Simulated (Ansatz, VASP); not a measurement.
**LiH3 in VASP and in Ansatz**

```
Li H
1.0
     1.15656  -10.58966    0.00000
     1.15656   10.58966    0.00000
     0.00000    0.00000    2.31248
Li H
2 6
Direct
  0.16894 0.83106 0.75000
  0.83106 0.16894 0.25000
  0.31001 0.68999 0.75000
  0.68999 0.31001 0.25000
  0.57499 0.42501 0.75000
  0.42501 0.57499 0.25000
  0.07498 0.92502 0.25000
  0.92502 0.07498 0.75000
```

Alike in both runs: functional PBE; k mesh 6 × 6 × 6; occupations gaussian, width 0.1 eV; no spin polarisation.

Ansatz relaxed the structure, and its values are those at the end. VASP's run is a single point on that final structure, the one shown.

|  | VASP | Ansatz |
| --- | --- | --- |
| version | VASP 6.6.1 | Ansatz 0.2.0 |
| potentials or method | VASP PAW PBE potentials, release 64 (Li_sv, H), cutoff 520 eV | scalar-relativistic, plane waves, PAW |
| valence electrons in the cell | 12 | 12 |

```csv
,VASP,Ansatz,Ansatz less VASP
gap on the k mesh at the Fermi level (eV),none,none,-
rms of the force components (eV/Å),0.006,0.002,-0.0037
```

A gap of «none» marks a metal or a gap that the smearing closes.

The k mesh is coarse, so the values compare programs but aren't converged. Noted on VASP's run: the cutoff is short for stress, so the pressure is rough.
